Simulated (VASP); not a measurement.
# CaC2 (I4/mmm) in VASP: further runs

Runs on CaC2. Level: LDA. Tasks: single point.

Program: VASP 6.6.1. These are calculated values, not measurements. Logs are shortened: lines on timing, memory, paths and dates and some standing lists are left out, and cuts for length are marked.

## Step 1: The cell of the first run

It takes space group I4/mmm (No. 139, tetragonal). The conventional cell has a = 3.758 Å, b = 3.758 Å, c = 6.435 Å, α = 90.00°, β = 90.00°, γ = 90.00°. Ca (site symmetry 4/mmm) has 10 C at 2.58 to 2.73 Å within 3.4 Å. Within 1.7 Å of C (site symmetry 4mm) lie 1 C at 1.28 Å.

## Step 2: Single point, LDA (strain +0.0250 x Voigt [0, 0, 1, 0, 0, 0])

INCAR reads:

```
  ALGO = Normal
  EDIFF = 1E-6
  ENCUT = 600
  GGA = CA
  GGA_COMPAT = F
  ISIF = 2
  ISMEAR = 0
  LASPH = T
  LCHARG = F
  LREAL = F
  LWAVE = F
  NBANDS = 16
  NELM = 120
  PREC = Accurate
  SIGMA = 0.05
```

KPOINTS reads:

```
k-points
0
Gamma
  10 10 10
```

POSCAR reads:

```
CaC2
1.0
   -1.8789219473      1.8789219473      3.2172808927
    1.8789219473     -1.8789219473      3.2172808927
    1.8789219473      1.8789219473     -3.2172808927
Ca C
1 2
Direct
    0.0000000000      0.0000000000      0.0000000000
    0.5996770466      0.5996770466      0.0000000000
    0.4003229534      0.4003229534      0.0000000000
```

Potentials or basis: VASP PAW LDA potentials, release 64 (Ca_sv, C).

Command:

```
$ cat potpaw_LDA.64/Ca_sv/POTCAR potpaw_LDA.64/C/POTCAR > POTCAR
$ mpirun -np 1 vasp_std > vasp.out
```

OUTCAR:

```text
EDIFF = 1E-6
   ENCUT = 600
   GGA = CA
   ISIF = 2
   ISMEAR = 0
   LASPH = T
   LREAL = F
   NELM = 120
   PREC = Accurate

 ion  position               nearest neighbor table
   1  0.000  0.000  0.000-   2 2.58   3 2.58
   2  0.600  0.600  0.000-   3 1.28   1 2.58
   3  0.400  0.400  0.000-   2 1.28   1 2.58

  LATTYP: Found a body centered tetragonal cell.
 ALAT       =     3.7578438946
 C/A-ratio  =     1.7123015127

  Lattice vectors:

 A1 = (  -1.8789219473,   1.8789219473,   3.2172808927)
 A2 = (   1.8789219473,  -1.8789219473,   3.2172808927)
 A3 = (   1.8789219473,   1.8789219473,  -3.2172808927)

Analysis of symmetry for initial positions (statically):
=====================================================================
 Subroutine PRICEL returns:
 Original cell was already a primitive cell.

 Routine SETGRP: Setting up the symmetry group for a
 body centered tetragonal supercell.

 Subroutine GETGRP returns: Found 16 space group operations
 (whereof 16 operations were pure point group operations)
 out of a pool of 16 trial point group operations.

The static configuration has the point symmetry D_4h.

Analysis of symmetry for dynamics (positions and initial velocities):
=====================================================================
 Subroutine PRICEL returns:
 Original cell was already a primitive cell.

 Routine SETGRP: Setting up the symmetry group for a
 body centered tetragonal supercell.

 Subroutine GETGRP returns: Found 16 space group operations
 (whereof 16 operations were pure point group operations)
 out of a pool of 16 trial point group operations.

The dynamic configuration has the point symmetry D_4h.

 Subroutine INISYM returns: Found 16 space group operations
 (whereof 16 operations are pure point group operations),
 and found     1 'primitive' translations

----------------------------------------------------------------------------------------

                                     Primitive cell

  volume of cell :      45.4325

  direct lattice vectors                    reciprocal lattice vectors
    -1.878921947  1.878921947  3.217280893     0.000000000  0.266110043  0.155410739
     1.878921947 -1.878921947  3.217280893     0.266110043  0.000000000  0.155410739
     1.878921947  1.878921947 -3.217280893     0.266110043  0.266110043  0.000000000

  length of vectors
     4.172719942  4.172719942  4.172719942     0.308167248  0.308167248  0.376336432

  position of ions in fractional coordinates (direct lattice)
     0.000000000  0.000000000  0.000000000
     0.599677047  0.599677047  0.000000000
     0.400322953  0.400322953  0.000000000

  ion indices of the primitive-cell ions
   primitive index   ion index
                 1           1
                 2           2
                 3           3

----------------------------------------------------------------------------------------

 KPOINTS: k-points

Automatic generation of k-mesh.
 Grid dimensions read from file:
 generate k-points for:   10   10   10

 Generating k-lattice:

  Cartesian coordinates                     Fractional coordinates (reciprocal lattice)
     0.000000000  0.026611004  0.015541074     0.100000000  0.000000000  0.000000000
     0.026611004  0.000000000  0.015541074     0.000000000  0.100000000  0.000000000
     0.026611004  0.026611004  0.000000000     0.000000000  0.000000000  0.100000000

  Length of vectors
     0.030816725  0.030816725  0.037633643

  Shift w.r.t. Gamma in fractional coordinates (k-lattice)
     0.000000000  0.000000000  0.000000000

 Subroutine IBZKPT returns following result:
 ===========================================

 Found    102 irreducible k-points:

 Following reciprocal coordinates:
            Coordinates               Weight
  0.000000  0.000000  0.000000      1.000000
  0.100000 -0.000000  0.000000      8.000000
  0.200000 -0.000000  0.000000      8.000000
  0.300000 -0.000000  0.000000      8.000000
  0.400000 -0.000000  0.000000      8.000000
  0.500000  0.000000  0.000000      4.000000
[... 16 lines left out ...]
  0.300000  0.300000  0.000000      8.000000
  0.400000  0.300000  0.000000     16.000000
 [... further k-points ...]
   k-points           NKPTS =    102   k-points in BZ     NKDIM =    102   number of bands    NBANDS=     16
   number of dos      NEDOS =    301   number of ions     NIONS =      3
   total plane-waves  NPLWV =  46656
   dimension x,y,z NGX =    36 NGY =   36 NGZ =   36
   dimension x,y,z NGXF=    72 NGYF=   72 NGZF=   72
   ions per type =               1   2
   NGX,Y,Z   is equivalent  to a cutoff of  14.34, 14.34, 14.34 a.u.
   NGXF,Y,Z  is equivalent  to a cutoff of  28.69, 28.69, 28.69 a.u.
 SYSTEM =  unknown system
   PREC   = accura    normal or accurate (medium, high low for compatibility)
   ISTART =      0    job   : 0-new  1-cont  2-samecut
   ICHARG =      2    charge: 1-file 2-atom 10-const
   ISPIN  =      1    spin polarized calculation?
   LNONCOLLINEAR =      F non collinear calculations
   LSORBIT =      F    spin-orbit coupling
   LASPH  =      T    aspherical Exc in radial PAW
   ENCUT  =  600.0 eV  44.10 Ry    6.64 a.u.   8.33  8.33  8.33*2*pi/ulx,y,z
   NELM   =    120;   NELMIN=  2; NELMDL= -5     # of ELM steps
   EDIFF  = 0.1E-05   stopping-criterion for ELM
   LREAL  =      F    real-space projection
   EDIFFG = 0.1E-04   stopping-criterion for IOM
   NSW    =      0    number of steps for IOM
   IBRION =     -1    ionic relax: 0-MD 1-quasi-New 2-CG
   NFREE  =      0    steps in history (QN), initial steepest desc. (CG)
   ISIF   =      2    stress and relaxation
   ISYM   =      2    0-nonsym 1-usesym 2-fastsym
   POTIM  = 0.5000    time-step for ionic-motion
   TEBEG  =    0.0;   TEEND  =   0.0 temperature during run
   PSTRESS=    0.0 pullay stress
   NELECT =      18.0000    total number of electrons
   NUPDOWN=      -1.0000    fix difference up-down
   EMIN   =  10.00;   EMAX   =-10.00  energy-range for DOS
   EFERMI =   0.00;   METHOD = LEGACY
   ISMEAR =     0;   SIGMA  =   0.05  broadening in eV -4-tet -1-fermi 0-gaus
   EFERMI_NEDOS =   21; number of points for ismear=-14 and -15
   IALGO  =     38    algorithm
   IMIX   =      4    mixing-type and parameters
     AMIX     =   0.40;   BMIX     =  1.00
     AMIX_MAG =   1.60;   BMIX_MAG =  1.00
  volume/ion in A,a.u.               =      15.14       102.20
  Fermi-wavevector in a.u.,A,eV,Ry     =   1.202385  2.272178 19.670344  1.445729
  Thomas-Fermi vector in A             =   2.338168
   LORBIT       =      0    0 simple, 1 ext, 2 COOP (PROOUT), +10 PAW based schemes
   GGA     = CA    functional components
   LHFCALC =     F    Hartree Fock is set to
   AEXX    =    0.0000 exact exchange contribution
   IVDW    =     0    specifies the selected vdW correction
   LEPSILON=     F    determine dielectric tensor
   LRPA    =     F    only Hartree local field effects (RPA)
 non-spin polarized calculation
 Gauss-broadening in eV      SIGMA  =   0.05
  energy-cutoff  :      600.00
  volume of cell :       45.43
 maximum number of plane-waves:      1539
 NGX is ok and might be reduce to    36
   NGX = 17   NGY = 17   NGZ = 17

 number of electron      18.0000000 magnetization

 Free energy of the ion-electron system (eV)
  ---------------------------------------------------
  ext. energy  EPLUGINS =         0.00000000
  ---------------------------------------------------
  free energy    TOTEN  =       -22.14232885 eV

  energy without entropy =      -22.14232885  energy(sigma->0) =      -22.14232885

 E-fermi :   1.9674     XC(G=0): -10.0733

 val. band max:        1.7306251173   @ k =   0.5000   0.5000   0.5000
 cond. band min:       2.4864534951   @ k =   0.5000   0.5000   0.0000
 fundamental gap:      0.7558283778
 Fermi energy:         1.9673605745

 k-point     1 :       0.0000    0.0000    0.0000
  band No.  band energies     occupation
      1     -36.6618      2.00000
      2     -17.9731      2.00000
      3     -17.9731      2.00000
      4     -17.8682      2.00000
      5     -11.1590      2.00000
      6      -1.2355      2.00000
[... 8 lines left out ...]
     15      10.9617      0.00000
     16      10.9617      0.00000

 k-point     2 :       0.1000   -0.0000    0.0000
  band No.  band energies     occupation
      1     -36.6603      2.00000
      2     -17.9949      2.00000
      3     -17.9722      2.00000
      4     -17.8731      2.00000
      5     -11.1039      2.00000
      6      -1.4988      2.00000
[... 8 lines left out ...]
     15      10.6545      0.00000
     16      10.8178      0.00000

 k-point     3 :       0.2000   -0.0000    0.0000
  band No.  band energies     occupation
      1     -36.6564      2.00000
      2     -18.0526      2.00000
      3     -17.9698      2.00000
      4     -17.8842      2.00000
      5     -10.9579      2.00000
      6      -1.9499      2.00000
[... 8 lines left out ...]
     15       9.9515      0.00000
     16      10.3813      0.00000

 k-point     4 :       0.3000   -0.0000    0.0000
  band No.  band energies     occupation
      1     -36.6515      2.00000
      2     -18.1233      2.00000
      3     -17.9669      2.00000
      4     -17.8963      2.00000
      5     -10.7740      2.00000
      6      -2.3801      2.00000
[... 8 lines left out ...]
     15       9.2599      0.00000
     16       9.6708      0.00000
[... 324 lines left out ...]
 k-point    22 :      -0.2000    0.2000    0.0000
  band No.  band energies     occupation
      1     -36.6528      2.00000
      2     -18.0568      2.00000
      3     -18.0136      2.00000
      4     -17.8803      2.00000
      5     -10.8892      2.00000
      6      -1.4388      2.00000
[... 8 lines left out ...]
     15       9.4088      0.00000
     16      11.0847      0.00000

 k-point    23 :       0.3000    0.3000    0.0000
  band No.  band energies     occupation
      1     -36.6424      2.00000
      2     -18.1002      2.00000
      3     -18.0778      2.00000
      4     -17.9160      2.00000
      5     -10.6746      2.00000
      6      -2.4755      2.00000
[... 8 lines left out ...]
     15       9.4933      0.00000
     16      10.1444      0.00000

 k-point    24 :       0.4000    0.3000    0.0000
  band No.  band energies     occupation
      1     -36.6399      2.00000
      2     -18.1299      2.00000
      3     -18.0714      2.00000
      4     -17.9154      2.00000
      5     -10.6742      2.00000
      6      -2.2461      2.00000
[... 8 lines left out ...]
     15       9.8211      0.00000
     16      10.0752      0.00000

 [... further k-points ...]

------------------------ aborting loop because EDIFF is reached ----------------------------------------

  FORCE on cell =-STRESS in cart. coord.  units (eV):
  Direction    XX          YY          ZZ          XY          YZ          ZX
  --------------------------------------------------------------------------------------
  -------------------------------------------------------------------------------------
  Total       -0.0114367     -0.0114367     -3.8575341      0.0000000      0.0000000      0.0000000
  in kB       -0.4033159     -0.4033159   -136.0360150      0.0000000      0.0000000      0.0000000
  external PRESSURE =     -45.6142156 kB  Pullay stress =       0.0000000 kB

 VOLUME and BASIS-vectors are now :
 -----------------------------------------------------------------------------
  energy-cutoff  :      600.00
  volume of cell :       45.43
      direct lattice vectors                 reciprocal lattice vectors
    -1.878921947  1.878921947  3.217280893     0.000000000  0.266110043  0.155410739
     1.878921947 -1.878921947  3.217280893     0.266110043  0.000000000  0.155410739
     1.878921947  1.878921947 -3.217280893     0.266110043  0.266110043  0.000000000

 POSITION                                       TOTAL-FORCE (eV/Angst)
 -----------------------------------------------------------------------------------
      0.00000      0.00000      0.00000        -0.000000     -0.000000      0.000000
      0.00000      0.00000      3.85866        -0.000000     -0.000000     -1.949412
      0.00000      0.00000      2.57590         0.000000      0.000000      1.949412
 -----------------------------------------------------------------------------------
    total drift:                                0.000000     -0.000000     -0.000000

  FREE ENERGIE OF THE ION-ELECTRON SYSTEM (eV)
  ---------------------------------------------------
  free  energy   TOTEN  =       -22.1423288452 eV

  energy  without entropy=      -22.1423288452  energy(sigma->0) =      -22.14232885
```

Run time: 1.8 min. Hardware: 1 thread of Intel Xeon Platinum 8488C (Sapphire Rapids), shared host; peak memory 0.23 GiB.

Results:

| Property | Result |
| --- | --- |
| Free energy | -22.1423 eV |
| Pressure | -4.6 GPa |
| Largest force | 1.949 eV/Å |
| Band gap on the k mesh | 0.76 eV (least direct gap 1.93 eV) |

Forces on the atoms (eV/Å):
```
Ca   0.000  0.000  0.000
C    0.000  0.000 -1.949
C    0.000  0.000  1.949
```

Levels at points of the mesh, in eV from the valence-band top:
```tsv
k point	band 6	band 7	band 8	band 9	band 10	band 11	band 12	band 13
(0.00, 0.00, 0.00)	-2.97	-2.29	-0.99	-0.99	2.87	2.87	4.00	5.31
(0.50, 0.00, 0.00)	-4.54	-2.56	-1.98	-1.01	4.54	5.58	6.06	6.33
(0.50, 0.50, 0.00)	-3.15	-2.87	-1.68	-1.17	0.76	5.23	6.60	7.35
(0.50, 0.50, 0.50)	-4.81	-1.64	-1.64	0.00	2.93	6.04	6.28	6.30
```

Caveat: the cell differs from its parent crystal (strain +0.0250 x Voigt [0, 0, 1, 0, 0, 0]); the cell stands under tension; forces of over 1 eV/Å act on the atoms, so gaps and moduli don't describe the material at rest. A k mesh can miss the band edges.

## Step 3: Single point, LDA (strain +0.0500 x Voigt [0, 0, 1, 0, 0, 0])

INCAR reads:

```
ALGO = Normal ; EDIFF = 1E-6
ENCUT = 600 ; GGA_COMPAT = F
ISIF = 2 ; ISMEAR = 0
LASPH = T ; LCHARG = F
LREAL = F ; LWAVE = F
NBANDS = 16 ; NELM = 120
PREC = Accurate ; SIGMA = 0.05
```

KPOINTS is that of step 2.

POSCAR reads:

```
CaC2
1.0
   -1.8789219473      1.8789219473      3.2957511584
    1.8789219473     -1.8789219473      3.2957511584
    1.8789219473      1.8789219473     -3.2957511584
Ca C
1 2
Direct
    0.0000000000      0.0000000000      0.0000000000
    0.5996770466      0.5996770466      0.0000000000
    0.4003229534      0.4003229534      0.0000000000
```

Potentials or basis: VASP PAW LDA potentials, release 64 (Ca_sv, C).

Command:

```
$ cat potpaw_LDA.64/Ca_sv/POTCAR potpaw_LDA.64/C/POTCAR > POTCAR
$ mpirun -np 1 vasp_std > vasp.out
```

It took 1.7 min on 1 thread of Intel Xeon Platinum 8488C (Sapphire Rapids), shared host; peak memory 0.23 GiB.

Results (log left out):

```
Free energy            : -22.0091 eV
Pressure               : -8.5 GPa
Largest force          : 3.627 eV/Å
Band gap on the k mesh : 0.65 eV (least direct gap 1.82 eV)
```

Forces in eV/Å, atoms in the order of the input:
```
Ca   0.000  0.000  0.000
C    0.000  0.000 -3.627
C    0.000  0.000  3.627
```

Stress tensor (GPa, compression positive):
```
 -0.33   0.00   0.00
  0.00  -0.33   0.00
  0.00   0.00 -24.86
```

Levels at points of the mesh, in eV from the valence-band top:
```
           k point  band 5  band 6  band 7  band 8  band 9  band 10  band 11  band 12  band 13  band 14
(0.00, 0.00, 0.00)  -12.81   -2.98   -2.55   -0.98   -0.98     2.75     2.75     3.81     5.22     5.77
(0.50, 0.00, 0.00)  -12.22   -4.61   -2.64   -1.96   -1.11     4.25     5.30     5.88     6.15     6.20
(0.50, 0.50, 0.00)  -12.41   -3.36   -2.85   -1.71   -1.17     0.65     4.75     6.44     7.18     7.47
(0.50, 0.50, 0.50)  -12.51   -5.00   -1.60   -1.60    0.00     2.85     5.84     5.85     5.85     6.10
```

Caveat: the cell differs from its parent crystal (strain +0.0500 x Voigt [0, 0, 1, 0, 0, 0]); the cell stands under tension; forces of over 1 eV/Å act on the atoms, so gaps and moduli don't describe the material at rest.

## Step 4: Single point, LDA (strain +0.0750 x Voigt [0, 0, 1, 0, 0, 0])

INCAR reads:

```
SYSTEM = CaC2
ALGO = Normal
EDIFF = 1E-6
ENCUT = 600
GGA = CA
GGA_COMPAT = .FALSE.
ISIF = 2
ISMEAR = 0
LASPH = .TRUE.
LCHARG = .TRUE.
LELF = .TRUE.
LREAL = .FALSE.
LVHAR = .TRUE.
LWAVE = .FALSE.
NBANDS = 16
NELM = 120
PREC = Accurate
SIGMA = 0.05
```

KPOINTS reads:

```
k-points
0
G
  10 10 10
  0 0 0
```

POSCAR reads:

```
CaC2
1.0
   -1.8789219473      1.8789219473      3.3742214240
    1.8789219473     -1.8789219473      3.3742214240
    1.8789219473      1.8789219473     -3.3742214240
Ca C
1 2
Direct
    0.0000000000      0.0000000000      0.0000000000
    0.5996770466      0.5996770466      0.0000000000
    0.4003229534      0.4003229534      0.0000000000
```

Command:

```
$ cat potpaw_LDA.64/Ca_sv/POTCAR potpaw_LDA.64/C/POTCAR > POTCAR
$ mpirun -np 1 vasp_std > vasp.out
```

Run time: 93 s. Hardware: 1 thread of Intel Xeon Platinum 8488C (Sapphire Rapids), shared host; peak memory 0.23 GiB.

It converged, with:

* Free energy: -21.8069 eV
* Pressure: -11.6 GPa
* Largest force: 5.003 eV/Å
* Band gap on the k mesh: 0.55 eV (least direct gap 1.72 eV)

Forces in eV/Å, atoms in the order of the input:
```
Ca   0.000  0.000  0.000
C    0.000  0.000 -5.003
C    0.000  0.000  5.003
```

Stress tensor (GPa, compression positive):
```
 -0.63   0.00   0.00
  0.00  -0.63   0.00
  0.00   0.00 -33.63
```

Levels at points of the mesh, in eV from the valence-band top:
| k point | band 6 | band 7 | band 8 | band 9 | band 10 | band 11 | band 12 | band 13 |
| --- | --- | --- | --- | --- | --- | --- | --- | --- |
| (0.00, 0.00, 0.00) | -2.98 | -2.79 | -0.97 | -0.97 | 2.64 | 2.64 | 3.63 | 5.14 |
| (0.50, 0.00, 0.00) | -4.69 | -2.72 | -1.94 | -1.19 | 3.98 | 5.03 | 5.71 | 5.98 |
| (0.50, 0.50, 0.00) | -3.55 | -2.83 | -1.74 | -1.17 | 0.55 | 4.31 | 6.30 | 7.02 |
| (0.50, 0.50, 0.50) | -5.17 | -1.56 | -1.56 | 0.00 | 2.78 | 5.43 | 5.43 | 5.65 |

Caveat: the cell differs from its parent crystal (strain +0.0750 x Voigt [0, 0, 1, 0, 0, 0]); the cell stands under tension; forces of over 1 eV/Å act on the atoms, so gaps and moduli don't describe the material at rest.

## Step 5: Summary

```tsv
cell	gap on the mesh (eV)	pressure (GPa)	largest force (eV/Å)
a = 4.173 Å, angles 126.5, 126.5, 79.1°, 3 atoms	0.76	-4.6	1.95
a = 4.234 Å, angles 127.3, 127.3, 77.8°, 3 atoms	0.65	-8.5	3.63
a = 4.295 Å, angles 128.1, 128.1, 76.4°, 3 atoms	0.55	-11.6	5.00
```

Alike in all rows: task single point; level LDA; potentials or basis VASP PAW LDA potentials, release 64 (Ca_sv, C); no spin polarisation; k mesh 10 × 10 × 10; cutoff (eV) 600; smearing gaussian 0.05 eV.

Caveats: the cell stands under tension; forces of over 1 eV/Å act on the atoms, so gaps and moduli don't describe the material at rest.

Absolute energies hang on the potentials; compare differences alone.
